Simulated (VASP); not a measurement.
The system is PbSe.

```
Pb Se
1.0
     4.30843    0.00000    0.00000
    -2.15422    3.73121    0.00000
     0.00000    0.00000    7.57644
Pb Se
2 2
Direct
  0.00000 0.00000 0.00000
  0.00000 0.00000 0.50000
  0.33333 0.66667 0.25000
  0.66667 0.33333 0.75000
```

| Quantity | Value |
| --- | --- |
| Program | VASP 6.6.1 |
| Task | relaxation of cell and atoms |
| Functional | LDA |
| Potentials or basis | VASP PAW LDA potentials, release 64 (Pb_d, Se) |
| Cutoff | 600 eV |
| k mesh | 6 × 6 × 4 |
| Occupations | fermi-dirac, width 0.02 eV |
| Spin | no spin polarisation |

At the start: pressure -4.0 GPa; volume 30.45 Å³/atom.

Task: How do energy, volume and symmetry change on relaxing?

Result: Over 10 steps the energy falls by 33.6 meV/atom and the volume is 27.94 Å³/atom (-8.2 %); space group P6_3/mmc (No. 194, to 0.1 Å) before and after.

Step by step:
```
step  energy change (eV)  largest force (eV/Å)  pressure (GPa)  volume (Å³)
   1              0.0000                0.0000           -4.02       121.80
   2             -0.1144                0.0000            1.80       108.83
   3             -0.1323                0.0000           -0.01       112.05
   4             -0.1322                0.0000           -0.11       112.24
   5             -0.1334                0.0000           -0.10       112.14
   6             -0.1344                0.0000           -0.08       111.97
   7             -0.1344                0.0000           -0.08       111.93
   8             -0.1344                0.0000           -0.08       111.92
   9             -0.1344                0.0000            0.09       111.60
  10             -0.1344                0.0000            0.00       111.77
```

Final structure:
```xyz
4
Lattice="4.1701 0.0000 0.0000 -2.0850 3.6114 0.0000 0.0000 0.0000 7.4216" Properties=species:S:1:pos:R:3 pbc="T T T"
Pb    0.0000    0.0000    0.0000
Pb    0.0000    0.0000    3.7108
Se    0.0000    2.4076    1.8554
Se    2.0850    1.2038    5.5662
```
